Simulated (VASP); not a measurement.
**CuH2: relaxation of cell and atoms with PBE**

CuH2:

```
Cu H
1.0
     4.86284    0.00000    0.00000
     0.00000    5.22823    0.00000
     0.00000    0.00000    2.38546
Cu H
2 4
Direct
  0.00000 0.00000 0.00000
  0.50000 0.50000 0.50000
  0.67121 0.63964 0.00000
  0.82879 0.13964 0.50000
  0.17121 0.86036 0.50000
  0.32879 0.36036 0.00000
```

This cell differs from its parent crystal: atoms taken out.

```
Program                : VASP 6.6.1
Task                   : relaxation of cell and atoms
Functional             : PBE
Potentials or basis    : VASP PAW PBE potentials, release 64 (Cu, H)
Cutoff                 : 600 eV
k mesh                 : 8 × 8 × 16
Occupations            : gaussian, width 0.1 eV
Spin                   : no spin polarisation
Dipole correction      : no
Further INCAR settings : ALGO = Normal; EDIFF = 1e-06; IBRION = 2; EDIFFG = -0.01; NSW = 100; ISIF = 3
```

The relaxed volume is 9.03 Å³/atom and the relaxed cell is a = 4.653 Å, b = 4.851 Å, c = 2.399 Å, α = 90.00°, β = 90.00°, γ = 90.00°. The space group after relaxing (to 0.1 Å) is Pnnm (No. 58). The energy gained by relaxing is 4.0 meV/atom and the ionic steps are 11. The pressure after relaxing is 0.0 GPa. The largest force after relaxing is 0.009 eV/Å and the band gap on the k mesh is zero (bands 13 and 14 overlap by 5.18 eV).

Forces in eV/Å, atoms in the order of the input:
```
Cu   0.000  0.000  0.000
Cu   0.000  0.000  0.000
H   -0.005  0.008  0.000
H    0.005  0.008  0.000
H   -0.005 -0.008  0.000
H    0.005 -0.008  0.000
```

Stress tensor (GPa, compression positive):
```
 0.04  0.00  0.00
 0.00  0.11  0.00
 0.00  0.00 -0.11
```

Step by step:
```csv
step,energy change (eV),largest force (eV/Å),pressure (GPa),volume (Å³)
1,0.0000,0.0679,-0.05,60.65
2,-0.0021,0.0406,-0.42,60.62
3,-0.0031,0.0095,-0.93,60.58
4,-0.0047,0.0135,-0.85,60.31
5,-0.0092,0.0281,-0.77,59.47
6,-0.0161,0.0606,-0.24,57.83
7,-0.0189,0.1348,0.92,54.60
8,-0.0197,0.1089,0.47,55.69
9,-0.0221,0.0668,0.11,55.24
10,-0.0233,0.0097,-0.31,54.53
11,-0.0239,0.0090,0.01,54.16
```

Final structure:
```cif
data_structure
_symmetry_space_group_name_H-M 'P 1'
_symmetry_Int_Tables_number 1
_cell_length_a 4.6528
_cell_length_b 4.8512
_cell_length_c 2.3995
_cell_angle_alpha 90.000
_cell_angle_beta 90.000
_cell_angle_gamma 90.000
_cell_volume 54.16
loop_
_atom_site_label
_atom_site_type_symbol
_atom_site_fract_x
_atom_site_fract_y
_atom_site_fract_z
_atom_site_occupancy
Cu1 Cu 0.00000 0.00000 0.00000 1
Cu2 Cu 0.50000 0.50000 0.50000 1
H1 H 0.68144 0.65121 0.00000 1
H2 H 0.81856 0.15121 0.50000 1
H3 H 0.18144 0.84879 0.50000 1
H4 H 0.31856 0.34879 0.00000 1
```

Levels at points of the mesh, in eV from the Fermi level:
```
           k point  band 11  band 12  band 13  band 14  band 15  band 16
(0.00, 0.00, 0.00)    -2.65    -2.21    -2.21    -1.42     4.77     5.09
(0.50, 0.00, 0.00)    -2.21    -2.21    -1.33    -1.33     2.97     2.97
(0.00, 0.50, 0.00)    -2.21    -2.21    -1.38    -1.38     3.40     3.40
(0.50, 0.50, 0.00)    -2.31    -2.31    -2.21    -2.21     5.38     5.38
(0.00, 0.00, 0.50)    -1.90    -1.90     2.94     2.94     4.82     4.82
(0.50, 0.00, 0.50)    -2.31    -2.31     2.20     2.20     6.14     6.14
(0.00, 0.50, 0.50)    -2.31    -2.31     2.27     2.27     5.87     5.87
(0.50, 0.50, 0.50)    -1.98    -1.98     2.37     2.37     4.08     4.08
```

Wall time 37 min on 1 thread of Intel Xeon 8259CL (shared host), peak memory 0.39 GiB.

Caveat: the cell differs from its parent crystal (atoms taken out).
